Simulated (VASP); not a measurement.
# Mo (I4/mmm) in VASP: notebook

Mo is run at these levels: PBE; tasks: single point.

Everything below comes from runs of VASP 6.6.1. Logs are shortened: lines on timing, memory, paths and dates and some standing lists are left out, and cuts for length are marked.

### Step 1. The cell of the first run

It takes space group I4/mmm (No. 139, tetragonal). The conventional cell has a = 3.096 Å, b = 3.096 Å, c = 3.415 Å, α = 90.00°, β = 90.00°, γ = 90.00°. Mo (site symmetry 4/mmm) has 14 Mo at 2.78 to 3.41 Å within 3.7 Å.

### Step 2. Single point, PBE

The input, INCAR:

```
PREC = Accurate
ENCUT = 520
EDIFF = 1E-7
ISMEAR = 0
SIGMA = 0.15
LREAL = False
LASPH = True
NELM = 100
ALGO = Fast
ISIF = 2
LWAVE = False
LCHARG = False
GGA = PE
NBANDS = 13
```

The input, KPOINTS:

```
regular mesh
0
Gamma
  22 22 22
```

The input, POSCAR:

```
Mo
1.0
    0.0000000000      2.1889886828      1.7074111726
    2.1889886828      0.0000000000      1.7074111726
    2.1889886828      2.1889886828      0.0000000000
Mo
1
Direct
    0.0000000000      0.0000000000      0.0000000000
```

Potentials or basis: VASP PAW PBE potentials, release 64 (Mo_sv).

Launch:

```console
> cat potpaw_PBE.64/Mo_sv/POTCAR > POTCAR
> mpirun -np 1 vasp_std > vasp.out
```

OUTCAR:

```text
PREC = Accurate
   ENCUT = 520
   EDIFF = 1E-7
   ISMEAR = 0
   LREAL = False
   LASPH = True
   NELM = 100
   ISIF = 2
   GGA = PE

 ion  position               nearest neighbor table
   1  0.000  0.000  0.000-

  LATTYP: Found a body centered tetragonal cell.
 ALAT       =     3.0956974831
 C/A-ratio  =     1.1030865787

  Lattice vectors:

 A1 = (   0.0000000000,  -2.1889886828,  -1.7074111726)
 A2 = (   0.0000000000,   2.1889886828,  -1.7074111726)
 A3 = (   2.1889886828,   0.0000000000,   1.7074111726)

Analysis of symmetry for initial positions (statically):
=====================================================================
 Subroutine PRICEL returns:
 Original cell was already a primitive cell.

 Routine SETGRP: Setting up the symmetry group for a
 body centered tetragonal supercell.

 Subroutine GETGRP returns: Found 16 space group operations
 (whereof 16 operations were pure point group operations)
 out of a pool of 16 trial point group operations.

The static configuration has the point symmetry D_4h.

Analysis of symmetry for dynamics (positions and initial velocities):
=====================================================================
 Subroutine PRICEL returns:
 Original cell was already a primitive cell.

 Routine SETGRP: Setting up the symmetry group for a
 body centered tetragonal supercell.

 Subroutine GETGRP returns: Found 16 space group operations
 (whereof 16 operations were pure point group operations)
 out of a pool of 16 trial point group operations.

The dynamic configuration has the point symmetry D_4h.

 Subroutine INISYM returns: Found 16 space group operations
 (whereof 16 operations are pure point group operations),
 and found     1 'primitive' translations

----------------------------------------------------------------------------------------

                                     Primitive cell

  volume of cell :      16.3627

  direct lattice vectors                    reciprocal lattice vectors
     0.000000000  2.188988683  1.707411173    -0.228415982  0.228415982  0.292841003
     2.188988683  0.000000000  1.707411173     0.228415982 -0.228415982  0.292841003
     2.188988683  2.188988683  0.000000000     0.228415982  0.228415982 -0.292841003

  length of vectors
     2.776134789  2.776134789  3.095697483     0.436008687  0.436008687  0.436008687

  position of ions in fractional coordinates (direct lattice)
     0.000000000  0.000000000  0.000000000

  ion indices of the primitive-cell ions
   primitive index   ion index
                 1           1

----------------------------------------------------------------------------------------

 KPOINTS: regular mesh

Automatic generation of k-mesh.
 Grid dimensions read from file:
 generate k-points for:   22   22   22

 Generating k-lattice:

  Cartesian coordinates                     Fractional coordinates (reciprocal lattice)
    -0.010382545  0.010382545  0.013310955     0.045454545  0.000000000  0.000000000
     0.010382545 -0.010382545  0.013310955     0.000000000  0.045454545  0.000000000
     0.010382545  0.010382545 -0.013310955     0.000000000  0.000000000  0.045454545

  Length of vectors
     0.019818577  0.019818577  0.019818577

  Shift w.r.t. Gamma in fractional coordinates (k-lattice)
     0.000000000  0.000000000  0.000000000

 Subroutine IBZKPT returns following result:
 ===========================================

 Found    834 irreducible k-points:

 Following reciprocal coordinates:
            Coordinates               Weight
  0.000000  0.000000  0.000000      1.000000
  0.045455  0.000000  0.000000      8.000000
  0.090909  0.000000  0.000000      8.000000
  0.136364  0.000000  0.000000      8.000000
  0.181818 -0.000000  0.000000      8.000000
  0.227273  0.000000  0.000000      8.000000
[... 16 lines left out ...]
  0.500000  0.045455  0.000000      8.000000
 -0.454545  0.045455  0.000000      8.000000
 [... further k-points ...]
   k-points           NKPTS =    834   k-points in BZ     NKDIM =    834   number of bands    NBANDS=     13
   number of dos      NEDOS =    301   number of ions     NIONS =      1
   total plane-waves  NPLWV =  13824
   dimension x,y,z NGX =    24 NGY =   24 NGZ =   24
   dimension x,y,z NGXF=    48 NGYF=   48 NGZF=   48
   ions per type =               1
   NGX,Y,Z   is equivalent  to a cutoff of  14.37, 14.37, 12.89 a.u.
   NGXF,Y,Z  is equivalent  to a cutoff of  28.74, 28.74, 25.78 a.u.
 SYSTEM =  unknown system
   PREC   = accura    normal or accurate (medium, high low for compatibility)
   ISTART =      0    job   : 0-new  1-cont  2-samecut
   ICHARG =      2    charge: 1-file 2-atom 10-const
   ISPIN  =      1    spin polarized calculation?
   LNONCOLLINEAR =      F non collinear calculations
   LSORBIT =      F    spin-orbit coupling
   LASPH  =      T    aspherical Exc in radial PAW
   ENCUT  =  520.0 eV  38.22 Ry    6.18 a.u.   5.16  5.16  5.76*2*pi/ulx,y,z
   NELM   =    100;   NELMIN=  2; NELMDL= -5     # of ELM steps
   EDIFF  = 0.1E-06   stopping-criterion for ELM
   LREAL  =      F    real-space projection
   EDIFFG = 0.1E-05   stopping-criterion for IOM
   NSW    =      0    number of steps for IOM
   IBRION =     -1    ionic relax: 0-MD 1-quasi-New 2-CG
   NFREE  =      0    steps in history (QN), initial steepest desc. (CG)
   ISIF   =      2    stress and relaxation
   ISYM   =      2    0-nonsym 1-usesym 2-fastsym
   POTIM  = 0.5000    time-step for ionic-motion
   TEBEG  =    0.0;   TEEND  =   0.0 temperature during run
   PSTRESS=    0.0 pullay stress
   NELECT =      14.0000    total number of electrons
   NUPDOWN=      -1.0000    fix difference up-down
   EMIN   =  10.00;   EMAX   =-10.00  energy-range for DOS
   EFERMI =   0.00;   METHOD = LEGACY
   ISMEAR =     0;   SIGMA  =   0.15  broadening in eV -4-tet -1-fermi 0-gaus
   EFERMI_NEDOS =   21; number of points for ismear=-14 and -15
   IALGO  =     68    algorithm
   IMIX   =      4    mixing-type and parameters
     AMIX     =   0.40;   BMIX     =  1.00
     AMIX_MAG =   1.60;   BMIX_MAG =  1.00
  volume/ion in A,a.u.               =      16.36       110.42
  Fermi-wavevector in a.u.,A,eV,Ry     =   1.554172  2.936960 32.864208  2.415451
  Thomas-Fermi vector in A             =   2.658297
   LORBIT       =      0    0 simple, 1 ext, 2 COOP (PROOUT), +10 PAW based schemes
   GGA     = PE    functional components
   LHFCALC =     F    Hartree Fock is set to
   AEXX    =    0.0000 exact exchange contribution
   IVDW    =     0    specifies the selected vdW correction
   LEPSILON=     F    determine dielectric tensor
   LRPA    =     F    only Hartree local field effects (RPA)
 non-spin polarized calculation
 RMM-DIIS sequential band-by-band and
 Gauss-broadening in eV      SIGMA  =   0.15
  energy-cutoff  :      520.00
  volume of cell :       16.36
 maximum number of plane-waves:       454
 NGX is ok and might be reduce to    24

 number of electron      13.9999999 magnetization

 Free energy of the ion-electron system (eV)
  ---------------------------------------------------
  ext. energy  EPLUGINS =         0.00000000
  ---------------------------------------------------
  free energy    TOTEN  =       -10.84104633 eV

  energy without entropy =      -10.83299130  energy(sigma->0) =      -10.83701881

 E-fermi :  11.8567     XC(G=0): -13.1323

 val. band max:       11.8558756603   @ k =   0.5000   0.3636   0.0909
 cond. band min:      11.8570479973   @ k =  -0.1364   0.1818   0.0909
 fundamental gap:      0.0011723369
 Fermi energy:        11.8566874163

 k-point     1 :       0.0000    0.0000    0.0000
  band No.  band energies     occupation
      1     -49.3950      2.00000
      2     -22.7694      2.00000
      3     -22.7570      2.00000
      4     -22.7570      2.00000
      5       4.7936      2.00000
      6      10.3558      2.00000
      7      10.3558      2.00000
      8      11.3318      2.00000
      9      12.7336      0.00000
     10      13.9567      0.00000
     11      25.5908      0.00000
     12      27.3246      0.00000
     13      27.3246      0.00000

 k-point     2 :       0.0455    0.0000    0.0000
  band No.  band energies     occupation
      1     -49.3908      2.00000
      2     -22.7905      2.00000
      3     -22.7641      2.00000
      4     -22.7623      2.00000
      5       4.8787      2.00000
      6      10.3527      2.00000
      7      10.3803      2.00000
      8      11.3394      2.00000
      9      12.6944      0.00000
     10      13.9232      0.00000
     11      25.7334      0.00000
     12      27.3880      0.00000
     13      27.4654      0.00000

 k-point     3 :       0.0909    0.0000    0.0000
  band No.  band energies     occupation
      1     -49.3783      2.00000
      2     -22.8657      2.00000
      3     -22.7851      2.00000
      4     -22.7635      2.00000
      5       5.1266      2.00000
      6      10.3356      2.00000
      7      10.4111      2.00000
      8      11.4090      1.99998
      9      12.5965      0.00000
     10      13.8410      0.00000
     11      26.1106      0.00000
     12      27.5327      0.00000
     13      27.8801      0.00000

 k-point     4 :       0.1364    0.0000    0.0000
  band No.  band energies     occupation
      1     -49.3586      2.00000
      2     -22.9846      2.00000
      3     -22.8178      2.00000
      4     -22.7640      2.00000
      5       5.5125      2.00000
      6      10.2898      2.00000
      7      10.3586      2.00000
      8      11.6409      1.95809
      9      12.4940      0.00000
     10      13.7478      0.00000
     11      26.5550      0.00000
     12      27.6441      0.00000
     13      28.5479      0.00000

 k-point     5 :       0.1818   -0.0000    0.0000
  band No.  band energies     occupation
      1     -49.3332      2.00000
      2     -23.1354      2.00000
      3     -22.8597      2.00000
      4     -22.7644      2.00000
      5       5.9882      2.00000
      6      10.2028      2.00000
      7      10.2236      2.00000
      8      12.0669      0.04746
      9      12.4473      0.00000
     10      13.6772      0.00000
     11      26.6994      0.00000
     12      27.7004      0.00000
     13      29.4388      0.00000

 k-point     6 :       0.2273    0.0000    0.0000
  band No.  band energies     occupation
      1     -49.3041      2.00000
      2     -23.3046      2.00000
      3     -22.9071      2.00000
      4     -22.7649      2.00000
      5       6.4696      2.00000
      6       9.9896      2.00000
      7      10.2091      2.00000
      8      12.4767      0.00000
      9      12.6477      0.00000
     10      13.6542      0.00000
     11      26.2908      0.00000
     12      27.6451      0.00000
     13      30.5171      0.00000

 k-point     7 :       0.2727    0.0000    0.0000
  band No.  band energies     occupation
      1     -49.2736      2.00000
      2     -23.4779      2.00000
      3     -22.9560      2.00000
      4     -22.7653      2.00000
      5       6.8377      2.00000
      6       9.7614      2.00000
      7      10.3771      2.00000
      8      12.5544      0.00000
      9      13.3370      0.00000
     10      13.6975      0.00000
     11      25.6039      0.00000
     12      27.1317      0.00000
     13      31.7424      0.00000
[... 193 lines left out ...]
 k-point    20 :       0.3636    0.0455    0.0000
  band No.  band energies     occupation
      1     -49.2169      2.00000
      2     -23.7673      2.00000
      3     -23.0535      2.00000
      4     -22.7774      2.00000
      5       7.0889      2.00000
      6       9.4653      2.00000
      7      11.1892      2.00000
      8      12.6704      0.00000
      9      13.9633      0.00000
     10      14.8712      0.00000
     11      24.0711      0.00000
     12      25.7282      0.00000
     13      31.2514      0.00000

 k-point    21 :       0.4091    0.0455    0.0000
  band No.  band energies     occupation
      1     -49.1962      2.00000
      2     -23.8780      2.00000
      3     -23.0844      2.00000
      4     -22.7797      2.00000
      5       7.0241      2.00000
      6       9.3221      2.00000
      7      11.8165      1.29557
      8      12.6308      0.00000
      9      14.3175      0.00000
     10      15.5242      0.00000
     11      23.3919      0.00000
     12      24.8858      0.00000
     13      30.1279      0.00000

 k-point    22 :       0.4545    0.0455    0.0000
  band No.  band energies     occupation
      1     -49.1827      2.00000
      2     -23.9492      2.00000
      3     -23.1036      2.00000
      4     -22.7824      2.00000
      5       6.9582      2.00000
      6       9.2288      2.00000
      7      12.2618      0.00013
      8      12.6365      0.00000
      9      14.6429      0.00000
     10      15.9795      0.00000
     11      22.8024      0.00000
     12      24.3586      0.00000
     13      29.3637      0.00000

 k-point    23 :       0.5000    0.0455    0.0000
  band No.  band energies     occupation
      1     -49.1775      2.00000
      2     -23.9760      2.00000
      3     -23.1096      2.00000
      4     -22.7853      2.00000
      5       6.9308      2.00000
      6       9.1911      2.00000
      7      12.2233      0.00055
      8      12.8986      0.00000
      9      14.7908      0.00000
     10      16.1312      0.00000
     11      22.5219      0.00000
     12      24.1545      0.00000
     13      29.1104      0.00000

 k-point    24 :      -0.4545    0.0455    0.0000
  band No.  band energies     occupation
      1     -49.1812      2.00000
      2     -23.9565      2.00000
      3     -23.1021      2.00000
      4     -22.7883      2.00000
      5       6.9537      2.00000
      6       9.2115      2.00000
      7      12.0167      0.13140
      8      13.0184      0.00000
      9      14.7094      0.00000
     10      15.9359      0.00000
     11      22.7338      0.00000
     12      24.2165      0.00000
     13      29.4204      0.00000

 [... further k-points ...]
[... 5 lines left out ...]
  --------------------------------------------------------------------------------------
  -------------------------------------------------------------------------------------
  Total        0.0750790      0.0750790     -2.3020563      0.0000000      0.0000000      0.0000000
  in kB        7.3514642      7.3514642   -225.4090610      0.0000000      0.0000000      0.0000000
  external PRESSURE =     -70.2353775 kB  Pullay stress =       0.0000000 kB

 VOLUME and BASIS-vectors are now :
 -----------------------------------------------------------------------------
  energy-cutoff  :      520.00
  volume of cell :       16.36
      direct lattice vectors                 reciprocal lattice vectors
     0.000000000  2.188988683  1.707411173    -0.228415982  0.228415982  0.292841003
     2.188988683  0.000000000  1.707411173     0.228415982 -0.228415982  0.292841003
     2.188988683  2.188988683  0.000000000     0.228415982  0.228415982 -0.292841003

 POSITION                                       TOTAL-FORCE (eV/Angst)
 -----------------------------------------------------------------------------------
      0.00000      0.00000      0.00000         0.000000     -0.000000      0.000000
 -----------------------------------------------------------------------------------
    total drift:                               -0.000000      0.000000      0.000000

  FREE ENERGIE OF THE ION-ELECTRON SYSTEM (eV)
  ---------------------------------------------------
  free  energy   TOTEN  =       -10.8410463258 eV

  energy  without entropy=      -10.8329912995  energy(sigma->0) =      -10.83701881
```

Run time: 2 min. Hardware: 1 thread of AMD EPYC 9R45 (Zen 5), shared host; peak memory 0.25 GiB.

Results:

* Free energy: -10.8410 eV
* Pressure: -7.0 GPa
* Band gap on the k mesh: zero (band 7 reaches 15.41 eV, above the bottom of band 8 at 10.98 eV)

Stress tensor (GPa, compression positive):
```
  0.74   0.00   0.00
  0.00   0.74   0.00
  0.00   0.00 -22.54
```

### Step 3. Single point, PBE

This run uses another cell than the first one, of the same volume but with other edges.

The input, INCAR:

```
SYSTEM = Mo
  PREC = Accurate
  ENCUT = 520
  EDIFF = 1E-6
  ISMEAR = 0
  SIGMA = 0.15
  LREAL = .False.
  LASPH = .True.
  NELM = 100
  ALGO = Fast
  ISIF = 2
  LWAVE = .False.
  LCHARG = .True.
  GGA = PE
  LELF = .True.
  LVHAR = .True.
  NBANDS = 13
```

The input, KPOINTS:

```
Automatic mesh
0
Gamma
  22 22 22
  0 0 0
```

The input, POSCAR:

```
Mo
1.0
    0.0000000000      1.8462645591      2.4001439268
    1.8462645591      0.0000000000      2.4001439268
    1.8462645591      1.8462645591      0.0000000000
Mo
1
Direct
    0.0000000000      0.0000000000      0.0000000000
```

Potentials or basis: VASP PAW PBE potentials, release 64 (Mo_sv).

Launch:

```console
> cat potpaw_PBE.64/Mo_sv/POTCAR > POTCAR
> mpirun -np 1 vasp_std > vasp.out
```

It took 94 s on 1 thread of AMD EPYC 9R45 (Zen 5), shared host; peak memory 0.24 GiB.

Results (log left out):

| Item | Value |
| --- | --- |
| Free energy | -10.5974 eV |
| Pressure | -1.8 GPa |
| Band gap on the k mesh | zero (band 7 reaches 13.85 eV, above the bottom of band 8 at 11.10 eV) |

Stress tensor (GPa, compression positive):
```
 1.36  0.00  0.00
 0.00  1.36  0.00
 0.00  0.00 -8.12
```

Levels at points of the mesh, in eV from the Fermi level:
| k point | band 3 | band 4 | band 5 | band 6 | band 7 | band 8 | band 9 | band 10 | band 11 | band 12 |
| --- | --- | --- | --- | --- | --- | --- | --- | --- | --- | --- |
| (0.00, 0.00, 0.00) | -34.44 | -34.44 | -7.05 | -3.10 | -1.24 | 0.38 | 0.38 | 3.45 | 13.64 | 13.68 |
| (0.50, 0.00, 0.00) | -35.02 | -34.39 | -4.96 | -2.59 | 0.28 | 1.26 | 2.96 | 3.61 | 10.90 | 11.66 |
| (0.50, 0.50, 0.00) | -34.59 | -34.59 | -5.10 | -4.51 | 0.55 | 3.68 | 3.68 | 4.04 | 9.44 | 14.77 |
| (0.50, 0.00, 0.50) | -35.56 | -34.94 | -5.42 | -4.28 | 1.84 | 2.58 | 5.32 | 5.91 | 9.47 | 13.04 |
